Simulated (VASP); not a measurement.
Input of a VASP 6.6.1 run:

The input INCAR:

```
PREC = Accurate ; ENCUT = 520
EDIFF = 1E-7 ; ISMEAR = 0
SIGMA = 0.15 ; LREAL = False
LASPH = True ; NELM = 60
ALGO = Normal ; ISIF = 2
LWAVE = False ; LCHARG = False
GGA = PS ; NBANDS = 16
```

KPOINTS

```
Automatic mesh
0
Gamma
  24 24 24
```

File POSCAR:

```
WC
1.0
    0.0000000000      2.2813196429      2.2813196429
    2.2813196429      0.0000000000      2.2813196429
    2.2813196429      2.2813196429      0.0000000000
W C
1 1
Direct
    0.0000000000      0.0000000000      0.0000000000
    0.5000000000      0.5000000000      0.5000000000
```

Potentials or basis: VASP PAW PBE potentials, release 64 (W_sv, C).

Command:

```console
$ cat potpaw_PBE.64/W_sv/POTCAR potpaw_PBE.64/C/POTCAR > POTCAR
$ mpirun -np 1 vasp_std > vasp.out
```

(1) Predict the pressure.

(2) Predict the band gap on the k mesh.

Answers

(1) -40.9 GPa.

(2) zero (band 9 reaches 11.32 eV, above the bottom of band 10 at 8.69 eV).

Caveat: the cell differs from its parent crystal (strain +0.050 along x and y, +0.050 along z); the PAW data sets were made with another functional, which shifts forces and pressure a little; spin-orbit coupling is left out, which moves the levels of the heavy elements.
